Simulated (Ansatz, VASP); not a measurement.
# Two plane-wave programs on Bi

Contents of INCAR:

```
ALGO = Normal ; EDIFF = 1E-6
ENCUT = 520 ; GGA = PE
ISIF = 2 ; ISMEAR = -1
LASPH = True ; LCHARG = False
LREAL = False ; LWAVE = False
NBANDS = 30 ; NELM = 80
PREC = Accurate ; SIGMA = 0.1
```

KPOINTS

```
k-points
0
Gamma
  7 7 11
```

The input POSCAR:

```
Bi
1.0
    5.9529836416      0.0000000000      0.0000000000
   -2.9764918208      5.1554350620      0.0000000000
    0.0000000000      0.0000000000      3.5044189964
Bi
3
Direct
    1.0000000000      1.0000000000      0.0000000000
    0.3333333333      0.6666666667      0.5000000000
    0.6666666667      0.3333333333      0.5000000000
```

Input for Ansatz:

```yaml
crystal:
  lattice:
    - [5.9529836416, 0.0, 0.0]
    - [-2.9764918208, 5.155435062, 0.0]
    - [0.0, 0.0, 3.5044189964]
  atoms:
    - { symbol: Bi, position: [1.0, 1.0, 0.0] }
    - { symbol: Bi, position: [0.3333333333, 0.6666666667, 0.5] }
    - { symbol: Bi, position: [0.6666666667, 0.3333333333, 0.5] }
hamiltonian:
  xc: pbe
  pseudopotentials:
    kind: paw
    azcp:
      Bi: "pseudopotentials/Bi.paw.azcp"
basis:
  ecutwfc: 420
  fft_grid_basis: typed
kpoints:
  mp_grid: { grid: [7, 7, 11], shift: [0, 0, 0] }
magnetization:
  spin_polarized: false
scf:
  occupations: { method: fermi_dirac, width: 0.1 }
  lower_state_search: "off"
output:
  stress: true
  write_density: true
  write_potential: true
  elf: true
  volumetric_format: npy
```

Alike in both runs: task single point; functional PBE; k mesh 7 × 7 × 11; occupations fermi-dirac, width 0.1 eV; no spin polarisation.

|  | VASP | Ansatz |
| --- | --- | --- |
| version | VASP 6.6.1 | Ansatz 0.2.0 |
| potentials or method | VASP PAW PBE potentials, release 64 (Bi_d), cutoff 520 eV | plane waves (420 eV) with PAW, scalar-relativistic |
| valence electrons in the cell | 45 | 45 |

```csv
,VASP,Ansatz,Ansatz less VASP
pressure (GPa),-4.4,-4.3,+0.07
"traceless stress, the component that is largest in VASP (GPa)",0.18,0.18,-0.002
```

Spin-orbit coupling is off throughout.
